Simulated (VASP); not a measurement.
Set up this calculation in VASP 6.6.1, as the native input.

| Item | Value |
| --- | --- |
| Task | single point |
| Functional | PBE |
| Dispersion | D3(BJ) |
| Potentials or basis | VASP PAW PBE potentials, release 64 (Ru_pv, N) |
| Cutoff | 520 eV |
| k mesh | 6 × 6 × 1 |
| Occupations | gaussian, width 0.1 eV |
| Spin | no spin polarisation |
| Dipole correction | yes |
| Further INCAR settings | ALGO = Normal; EDIFF = 1e-06; NBANDS = 132; NELMDL = -8 |

The structure of Ru8N lies in POSCAR:

```
Ru8N
1.0
    5.3951895594      0.0000000000      0.0000000000
   -2.6975947797      4.6723712167      0.0000000000
    0.0000000000      0.0000000000     25.0383144398
Ru N
16 2
Direct
    0.3333333333      0.1666666667      0.1597551628
    0.3333333333      0.6666666667      0.1597551628
    0.8333333333      0.1666666667      0.1597551628
    0.8333333333      0.6666666667      0.1597551628
    0.1666666667      0.3333333333      0.2449409688
    0.1666666667      0.8333333333      0.2449409688
    0.6666666667      0.3333333333      0.2449409688
    0.6666666667      0.8333333333      0.2449409688
    0.3333333333      0.1666666667      0.3299719610
    0.3333333333      0.6666666667      0.3299719610
    0.8333333333      0.1666666667      0.3299719610
    0.8333333333      0.6666666667      0.3299719610
    0.1666666667      0.3333333333      0.4128997766
    0.1666666667      0.8333333333      0.4128997766
    0.6666666667      0.3333333333      0.4128997766
    0.6666666667      0.8333333333      0.4128997766
    0.1666666667      0.5833333333      0.5566794232
    0.1666666667      0.5833333333      0.6006120930
```

The input as run:

INCAR

```
PREC = Accurate
ENCUT = 520
EDIFF = 1E-6
ISMEAR = 0
SIGMA = 0.1
LREAL = F
LASPH = T
NELM = 120
ALGO = Normal
ISIF = 2
LWAVE = F
LCHARG = T
LDIPOL = T
IDIPOL = 3
DIPOL = 0.5 0.5 0.319
GGA = PE
IVDW = 12
LELF = T
LVHAR = T
LVACPOTAV = T
NBANDS = 132
GGA_COMPAT = F
NELMDL = -8
```

KPOINTS

```
regular mesh
0
Gamma
  6 6 1
```

Potentials or basis: VASP PAW PBE potentials, release 64 (Ru_pv, N).

The run is started by

```bash
$ cat potpaw_PBE.64/Ru_pv/POTCAR potpaw_PBE.64/N/POTCAR > POTCAR
$ mpirun -np 1 vasp_std > vasp.out
```

Results of the run:

```yaml
Largest_force: 2.140 eV/Å
Band_gap_on_the_k_mesh: zero (bands 117 and 118 overlap by 1.26 eV)
Dispersion_energy_per_atom: -0.418 eV
```

Caveat: the standard files for N, O and F lose accuracy on very short bonds.

Wall time 60 min on 1 thread of Intel(R) Xeon(R) 6975P-C (Granite Rapids), with other jobs on the host, peak memory 1.1 GiB.
